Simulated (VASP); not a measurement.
# SnS2 (P-3m1) in VASP: notebook, part 2 of 2

VASP 6.6.1.

## 4. Relaxation of cell and atoms, r2SCAN+D4

POSCAR

```
SnS2
1.0
    3.6390000000      0.0000000000      0.0000000000
   -1.8195000000      3.1514660000      0.0000000000
    0.0000000000      0.0000000000      5.8680000000
Sn S
1 2
Direct
    0.0000000000      0.0000000000      0.0000000000
    0.3333333333      0.6666666667      0.2500000000
    0.6666666667      0.3333333333      0.7500000000
```

INCAR.step1

```
ALGO = Normal
EDIFF = 1E-5
EDIFFG = -0.005
ENCUT = 550
GGA = PE
GGA_COMPAT = F
IBRION = 2
ISIF = 3
ISMEAR = 0
LASPH = T
LCHARG = F
LREAL = F
LWAVE = T
NELM = 120
NELMIN = 4
NSW = 100
PREC = Accurate
SIGMA = 0.01
```

INCAR.step2

```
ALGO = Normal
EDIFF = 1E-7
EDIFFG = -0.01
ENCUT = 550
GGA_COMPAT = F
IBRION = 2
ISIF = 3
ISMEAR = 0
ISTART = 1
IVDW = 13
LASPH = T
LCHARG = F
LMIXTAU = T
LREAL = F
LWAVE = F
METAGGA = R2SCAN
NELM = 120
NELMIN = 4
NSW = 80
PREC = Accurate
SIGMA = 0.01
VDW_A1 = 0.51559235
VDW_A2 = 5.77342911
VDW_S6 = 1.0
VDW_S8 = 0.6018749
```

KPOINTS

```
k-points
0
Gamma
  6 6 4
```

Potentials or basis: VASP PAW PBE potentials, release 64 (Sn_d, S).

On the command line:

```sh
> cat potpaw_PBE.64/Sn_d/POTCAR potpaw_PBE.64/S/POTCAR > POTCAR
> cp INCAR.step1 INCAR
> mpirun -np 1 vasp_std > vasp.out
> cp INCAR.step2 INCAR
> mpirun -np 1 vasp_std > vasp.out
```

OUTCAR:

```text
EDIFF = 1E-7
   EDIFFG = -0.01
   ENCUT = 550
   IBRION = 2
   ISIF = 3
   ISMEAR = 0
   ISTART = 1
   IVDW = 13
   LASPH = T
   LREAL = F
   METAGGA = R2SCAN
   NELM = 120
   NELMIN = 4
   NSW = 80
   PREC = Accurate

 ion  position               nearest neighbor table
   1  0.000  0.000  0.000-   2 2.56   3 2.56   3 2.56   2 2.56   3 2.56   2 2.56
   2  0.333  0.667  0.250-   1 2.56   1 2.56   1 2.56
   3  0.667  0.333  0.750-   1 2.56   1 2.56   1 2.56

  LATTYP: Found a hexagonal cell.
 ALAT       =     3.6390000000
 C/A-ratio  =     1.6125309151

  Lattice vectors:

 A1 = (   3.6390000000,   0.0000000000,   0.0000000000)
 A2 = (  -1.8195000000,   3.1514660000,   0.0000000000)
 A3 = (   0.0000000000,   0.0000000000,   5.8680000000)

Analysis of symmetry for initial positions (statically):
=====================================================================
 Subroutine PRICEL returns:
 Original cell was already a primitive cell.

 Routine SETGRP: Setting up the symmetry group for a
 hexagonal supercell.

 Subroutine GETGRP returns: Found 12 space group operations
 (whereof 12 operations were pure point group operations)
 out of a pool of 24 trial point group operations.

The static configuration has the point symmetry D_3d.

Analysis of symmetry for dynamics (positions and initial velocities):
=====================================================================
 Subroutine PRICEL returns:
 Original cell was already a primitive cell.

 Routine SETGRP: Setting up the symmetry group for a
 hexagonal supercell.

 Subroutine GETGRP returns: Found 12 space group operations
 (whereof 12 operations were pure point group operations)
 out of a pool of 24 trial point group operations.

The dynamic configuration has the point symmetry D_3d.

 Subroutine INISYM returns: Found 12 space group operations
 (whereof 12 operations are pure point group operations),
 and found     1 'primitive' translations

----------------------------------------------------------------------------------------

                                     Primitive cell

  volume of cell :      67.2953

  direct lattice vectors                    reciprocal lattice vectors
     3.639000000  0.000000000  0.000000000     0.274800769  0.158656321  0.000000000
    -1.819500000  3.151466000  0.000000000     0.000000000  0.317312641  0.000000000
     0.000000000  0.000000000  5.868000000     0.000000000  0.000000000  0.170415815

  length of vectors
     3.639000000  3.638999615  5.868000000     0.317312608  0.317312641  0.170415815

  position of ions in fractional coordinates (direct lattice)
     0.000000000  0.000000000  0.000000000
     0.333333333  0.666666667  0.250000000
     0.666666667  0.333333333  0.750000000

  ion indices of the primitive-cell ions
   primitive index   ion index
                 1           1
                 2           2
                 3           3

----------------------------------------------------------------------------------------

 KPOINTS: k-points

Automatic generation of k-mesh.
 Grid dimensions read from file:
 generate k-points for:    6    6    4

 Generating k-lattice:

  Cartesian coordinates                     Fractional coordinates (reciprocal lattice)
     0.045800128  0.026442720  0.000000000     0.166666667  0.000000000  0.000000000
     0.000000000  0.052885440  0.000000000     0.000000000  0.166666667  0.000000000
     0.000000000  0.000000000  0.042603954     0.000000000  0.000000000  0.250000000

  Length of vectors
     0.052885435  0.052885440  0.042603954

  Shift w.r.t. Gamma in fractional coordinates (k-lattice)
     0.000000000  0.000000000  0.000000000

 Subroutine IBZKPT returns following result:
 ===========================================

 Found     24 irreducible k-points:

 Following reciprocal coordinates:
            Coordinates               Weight
  0.000000  0.000000  0.000000      1.000000
  0.166667 -0.000000  0.000000      6.000000
  0.333333 -0.000000  0.000000      6.000000
  0.500000  0.000000  0.000000      3.000000
  0.166667  0.166667  0.000000      6.000000
  0.333333  0.166667  0.000000     12.000000
[... 16 lines left out ...]
  0.333333  0.166667  0.500000     12.000000
  0.333333  0.333333  0.500000      2.000000
   k-points           NKPTS =     24   k-points in BZ     NKDIM =     24   number of bands    NBANDS=     17
   number of dos      NEDOS =    301   number of ions     NIONS =      3
   total plane-waves  NPLWV =  37632
   dimension x,y,z NGX =    28 NGY =   28 NGZ =   48
   dimension x,y,z NGXF=    56 NGYF=   56 NGZF=   96
   ions per type =               1   2
   NGX,Y,Z   is equivalent  to a cutoff of  12.79, 12.79, 13.60 a.u.
   NGXF,Y,Z  is equivalent  to a cutoff of  25.58, 25.58, 27.20 a.u.
 SYSTEM =  unknown system
   PREC   = accura    normal or accurate (medium, high low for compatibility)
   ISTART =      1    job   : 0-new  1-cont  2-samecut
   ICHARG =      0    charge: 1-file 2-atom 10-const
   ISPIN  =      1    spin polarized calculation?
   LNONCOLLINEAR =      F non collinear calculations
   LSORBIT =      F    spin-orbit coupling
   LASPH  =      T    aspherical Exc in radial PAW
   ENCUT  =  550.0 eV  40.42 Ry    6.36 a.u.   6.96  6.96 11.22*2*pi/ulx,y,z
   NELM   =    120;   NELMIN=  4; NELMDL=  0     # of ELM steps
   EDIFF  = 0.1E-06   stopping-criterion for ELM
   LREAL  =      F    real-space projection
   EDIFFG = -.1E-01   stopping-criterion for IOM
   NSW    =     80    number of steps for IOM
   IBRION =      2    ionic relax: 0-MD 1-quasi-New 2-CG
   NFREE  =      1    steps in history (QN), initial steepest desc. (CG)
   ISIF   =      3    stress and relaxation
   ISYM   =      2    0-nonsym 1-usesym 2-fastsym
   POTIM  = 0.5000    time-step for ionic-motion
   TEBEG  =    0.0;   TEEND  =   0.0 temperature during run
   PSTRESS=    0.0 pullay stress
   NELECT =      26.0000    total number of electrons
   NUPDOWN=      -1.0000    fix difference up-down
   EMIN   =  10.00;   EMAX   =-10.00  energy-range for DOS
   EFERMI =   0.00;   METHOD = LEGACY
   ISMEAR =     0;   SIGMA  =   0.01  broadening in eV -4-tet -1-fermi 0-gaus
   EFERMI_NEDOS =   21; number of points for ismear=-14 and -15
   IALGO  =     38    algorithm
   IMIX   =      4    mixing-type and parameters
     AMIX     =   0.40;   BMIX     =  1.00
     AMIX_MAG =   1.60;   BMIX_MAG =  1.00
  volume/ion in A,a.u.               =      22.43       151.38
  Fermi-wavevector in a.u.,A,eV,Ry     =   1.192352  2.253218 19.343436  1.421702
  Thomas-Fermi vector in A             =   2.328392
   LORBIT       =      0    0 simple, 1 ext, 2 COOP (PROOUT), +10 PAW based schemes
   METAGGA = R2SCAN    functional components
   LHFCALC =     F    Hartree Fock is set to
   AEXX    =    0.0000 exact exchange contribution
   IVDW    =    13    specifies the selected vdW correction
   LEPSILON=     F    determine dielectric tensor
   LRPA    =     F    only Hartree local field effects (RPA)
 conjugate gradient relaxation of ions
 non-spin polarized calculation
 Gauss-broadening in eV      SIGMA  =   0.01
  energy-cutoff  :      550.00
  volume of cell :       67.30
 maximum number of plane-waves:      1988
   NGX = 13   NGY = 13   NGZ = 23

--------------------------------------- Ionic step        1  -------------------------------------------

 number of electron      26.0000007 magnetization

 Free energy of the ion-electron system (eV)
  ---------------------------------------------------
  ext. energy  EPLUGINS =         0.00000000
  ---------------------------------------------------
  free energy    TOTEN  =       -42.19882129 eV

  energy without entropy =      -42.19882129  energy(sigma->0) =      -42.19882129

------------------------ aborting loop because EDIFF is reached ----------------------------------------

  DFT-D4 for vdW energy calculation

  Edisp (eV):   -0.39306

  FORCE on cell =-STRESS in cart. coord.  units (eV):
  Direction    XX          YY          ZZ          XY          YZ          ZX
  --------------------------------------------------------------------------------------
  -------------------------------------------------------------------------------------
  Total       0.58861     0.58861     0.29503     0.00000     0.00000     0.00000
  in kB      14.01379    14.01379     7.02413     0.00000     0.00000     0.00000
  external pressure =       11.68 kB  Pullay stress =        0.00 kB
[... 268 lines left out ...]
  energy  without entropy=      -42.5987642768  energy(sigma->0) =      -42.59876428

--------------------------------------- Ionic step        8  -------------------------------------------

 number of electron      26.0000009 magnetization

 Free energy of the ion-electron system (eV)
  ---------------------------------------------------
  ext. energy  EPLUGINS =         0.00000000
  ---------------------------------------------------
  free energy    TOTEN  =       -42.22059196 eV

  energy without entropy =      -42.22059196  energy(sigma->0) =      -42.22059196

 E-fermi :   4.0505     XC(G=0): -10.0348

 val. band max:        4.0018299169   @ k =   0.0000   0.0000   0.0000
 cond. band min:       5.8778743082   @ k =   0.5000   0.0000   0.2500
 fundamental gap:      1.8760443913
 Fermi energy:         4.0505236047

 k-point     1 :       0.0000    0.0000    0.0000
  band No.  band energies     occupation
      1     -17.4926      2.00000
      2     -17.4926      2.00000
      3     -17.4263      2.00000
      4     -17.4036      2.00000
      5     -17.4036      2.00000
      6     -10.2038      2.00000
[... 9 lines left out ...]
     16       9.9344      0.00000
     17       9.9344      0.00000
[... 492 lines left out ...]
  FREE ENERGIE OF THE ION-ELECTRON SYSTEM (eV)
  ---------------------------------------------------
  free  energy   TOTEN  =       -42.5991870679 eV

  energy  without entropy=      -42.5991870679  energy(sigma->0) =      -42.59918707

 reached required accuracy - stopping structural energy minimisation
```

Run time: 29 min. Hardware: 1 thread of Intel Xeon 8259CL, shared host; peak memory 0.23 GiB.

Results:

* Free energy: -42.5992 eV
* Relaxed volume: 23.31 Å³/atom
* Relaxed cell: a = 3.662 Å, b = 3.662 Å, c = 6.021 Å, α = 90.00°, β = 90.00°, γ = 120.00°
* Space group after relaxing (to 0.1 Å): P-3m1 (No. 164)
* Energy gained by relaxing: 2.4 meV/atom
* Ionic steps: 8
* Pressure after relaxing: 0.0 GPa
* Largest force after relaxing: 0.010 eV/Å
* Band gap on the k mesh: 1.88 eV (least direct gap 2.25 eV)
* Dispersion energy per atom: -0.126 eV

Forces in eV/Å, atoms in the order of the input:
```
Sn   0.000  0.000  0.000
S    0.000  0.000  0.010
S    0.000  0.000 -0.010
```

The path:
| step | energy change (eV) | largest force (eV/Å) | pressure (GPa) | volume (Å³) |
| --- | --- | --- | --- | --- |
| 1 | 0.0000 | 0.0194 | 1.17 | 67.30 |
| 2 | -0.0021 | 0.2078 | -0.85 | 68.90 |
| 3 | -0.0037 | 0.1338 | -0.06 | 68.25 |
| 4 | -0.0049 | 0.0666 | 0.01 | 68.40 |
| 5 | -0.0051 | 0.0232 | 0.06 | 68.49 |
| 6 | -0.0057 | 0.0199 | 0.05 | 68.63 |
| 7 | -0.0069 | 0.0098 | 0.02 | 69.07 |
| 8 | -0.0073 | 0.0098 | 0.00 | 69.94 |

Final structure:
```
Sn S
1.0
     3.66226    0.00000    0.00000
    -1.83113    3.17161    0.00000
     0.00000    0.00000    6.02101
Sn S
1 2
Direct
  0.00000 0.00000 0.00000
  0.33333 0.66667 0.24268
  0.66667 0.33333 0.75732
```

Levels at points of the mesh, in eV from the valence-band top:
| k point | band 11 | band 12 | band 13 | band 14 | band 15 | band 16 |
| --- | --- | --- | --- | --- | --- | --- |
| (0.00, 0.00, 0.00) | -0.28 | -0.28 | 0.00 | 2.49 | 4.24 | 5.93 |
| (0.50, 0.00, 0.00) | -2.53 | -0.81 | -0.24 | 2.05 | 5.11 | 6.61 |
| (0.00, 0.00, 0.50) | -0.67 | -0.18 | -0.18 | 3.50 | 4.31 | 5.72 |
| (0.50, 0.00, 0.50) | -1.77 | -0.60 | -0.51 | 1.89 | 5.31 | 6.22 |

Caveat: the PAW data sets were made with another functional, which shifts forces and pressure a little; spin-orbit coupling is left out, which moves the levels of the heavy elements. A k mesh can miss the band edges.

## 5. Summary

```tsv
level	potentials or basis	cutoff (eV)	gap on the mesh (eV)	pressure (GPa)	relaxed volume (Å³/atom)	largest force (eV/Å)
PBE+D3(BJ)	VASP PAW PBE potentials, release 64 (Sn_d, S)	500	1.33	0.0	22.52	-
LDA	VASP PAW LDA potentials, release 64 (Sn_d, S)	500	1.15	0.0	21.65	0.01
r2SCAN+D4	VASP PAW PBE potentials, release 64 (Sn_d, S)	550	1.88	0.0	23.31	0.01
```

Alike in all rows: task relaxation of cell and atoms; no spin polarisation; cell relaxed; k mesh 6 × 6 × 4; smearing gaussian 0.01 eV.

Caveats: spin-orbit coupling is left out, which moves the levels of the heavy elements; the PAW data sets were made with another functional, which shifts forces and pressure a little (at least some runs).

Total energies depend on the potentials used, so only differences within one code and one set of settings carry meaning.
